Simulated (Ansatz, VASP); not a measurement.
# SnN2F2: VASP beside Ansatz

```xyz
5
Lattice="4.3970 -2.6470 0.0000 4.3970 2.6470 0.0000 -1.2529 0.0000 3.5211" Properties=species:S:1:pos:R:3 pbc="T T T"
Sn    0.0000    0.0000    0.0000
F     0.7182    0.0000    2.2413
F     6.8230    0.0000    1.2798
N     3.9451    0.0000    0.3307
N     3.5960    0.0000    3.1904
```

Alike in both runs: functional PBE; k mesh 6 × 6 × 8; occupations gaussian, width 0.01 eV; no spin polarisation.

```csv
,VASP,Ansatz
version,VASP 6.6.1,Ansatz 0.2.0
potentials or method,"VASP PAW PBE potentials, release 64 (Sn_d, F, N)",Ansatz PAW
plane-wave cutoff (eV),600,420
valence electrons in the cell,38,38
task,single point,electrostatic potential
```

```csv
,VASP,Ansatz,Ansatz less VASP
gap on the k mesh at the Fermi level (eV),0.96,0.97,+0.003
least direct gap on the mesh (eV),0.96,0.97,+0.003
pressure (GPa),6.1,5.3,-0.76
"traceless stress, the component that is largest in VASP (GPa)",9.93,10.89,+0.957
rms of the force components (eV/Å),0.104,0.568,+0.4640
```

Atom by atom the forces differ by 0.483 eV/Å (rms over components). One of these differences is far larger than is usual between the two programs; its cause wasn't traced.

Noted on VASP's run: the standard files for N, O and F lose accuracy on very short bonds.
